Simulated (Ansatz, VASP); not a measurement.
**Al2BP3: VASP beside Ansatz**

Contents of INCAR:

```
  PREC = Accurate
  ENCUT = 600
  EDIFF = 1E-6
  ISMEAR = 0
  SIGMA = 0.02
  LREAL = False
  LASPH = True
  NELM = 60
  ALGO = Normal
  ISIF = 3
  LWAVE = False
  LCHARG = False
  GGA = PE
  IBRION = 2
  NSW = 100
  EDIFFG = -0.01
```

The input KPOINTS:

```
Automatic mesh
0
Gamma
  12 12 2
```

Contents of POSCAR:

```
Al2BP3
1.0
    3.6542213800      0.0000000000      0.0000000000
   -1.8271106900      3.1646485462      0.0000000000
    0.0000000000      0.0000000000     18.4758446581
Al B P
4 2 6
Direct
    0.3333333333      0.6666666667      0.9951467590
    0.3333333333      0.6666666667      0.6732431531
    0.6666666667      0.3333333333      0.1732431531
    0.6666666667      0.3333333333      0.4951467590
    0.3333333333      0.6666666667      0.3365675352
    0.6666666667      0.3333333333      0.8365675352
    0.3333333333      0.6666666667      0.1228258247
    0.3333333333      0.6666666667      0.4443796902
    0.3333333333      0.6666666667      0.8028370478
    0.6666666667      0.3333333333      0.3028370478
    0.6666666667      0.3333333333      0.6228258247
    0.6666666667      0.3333333333      0.9443796902
```

Input for Ansatz:

```yaml
crystal:
  lattice:
    - [3.65422138, 0.0, 0.0]
    - [-1.82711069, 3.1646485462, 0.0]
    - [0.0, 0.0, 18.4758446581]
  atoms:
    - { symbol: Al, position: [0.3333333333, 0.6666666667, 0.995146759] }
    - { symbol: Al, position: [0.3333333333, 0.6666666667, 0.6732431531] }
    - { symbol: Al, position: [0.6666666667, 0.3333333333, 0.1732431531] }
    - { symbol: Al, position: [0.6666666667, 0.3333333333, 0.495146759] }
    - { symbol: B, position: [0.3333333333, 0.6666666667, 0.3365675352] }
    - { symbol: B, position: [0.6666666667, 0.3333333333, 0.8365675352] }
    - { symbol: P, position: [0.3333333333, 0.6666666667, 0.1228258247] }
    - { symbol: P, position: [0.3333333333, 0.6666666667, 0.4443796902] }
    - { symbol: P, position: [0.3333333333, 0.6666666667, 0.8028370478] }
    - { symbol: P, position: [0.6666666667, 0.3333333333, 0.3028370478] }
    - { symbol: P, position: [0.6666666667, 0.3333333333, 0.6228258247] }
    - { symbol: P, position: [0.6666666667, 0.3333333333, 0.9443796902] }
basis:
  ecutwfc: 420
kpoints:
  mp_grid: { grid: [12, 12, 2] }
hamiltonian:
  xc: pbe
scf:
  occupations: { method: gaussian, width: 0.02 }
output:
  forces: true
  stress: true
  eigenvalues: true
  write_density: true
  write_potential: true
  elf: true
  volumetric_format: npy
relax:
  adjacent_minimum: "off"
  f_tol: 0.01
  max_steps: 80
  cell: { stress_tol: 0.05 }
```

Alike in both runs: task relaxation of cell and atoms; functional PBE; k mesh 12 × 12 × 2; occupations gaussian, width 0.02 eV; no spin polarisation.

```csv
,VASP,Ansatz
version,VASP 6.6.1,Ansatz 0.2.0
potentials or method,"VASP PAW PBE potentials, release 64 (Al, B, P), cutoff 600 eV","scalar-relativistic, plane waves, PAW"
valence electrons in the cell,48,48
```

Ansatz gave:

```
gap on the k mesh at the Fermi level, each at its own relaxed structure (eV) : 0.92
relaxed volume (Å³/atom)                                                     : 17.81
relaxed cell length with the largest relative difference (Å)                 : 18.495
```

**Question.** What did VASP give for the same quantities?

**Answer.** gap on the k mesh at the Fermi level, each at its own relaxed structure (eV): 0.92; relaxed volume (Å³/atom): 17.79; relaxed cell length with the largest relative difference (Å): 18.485.
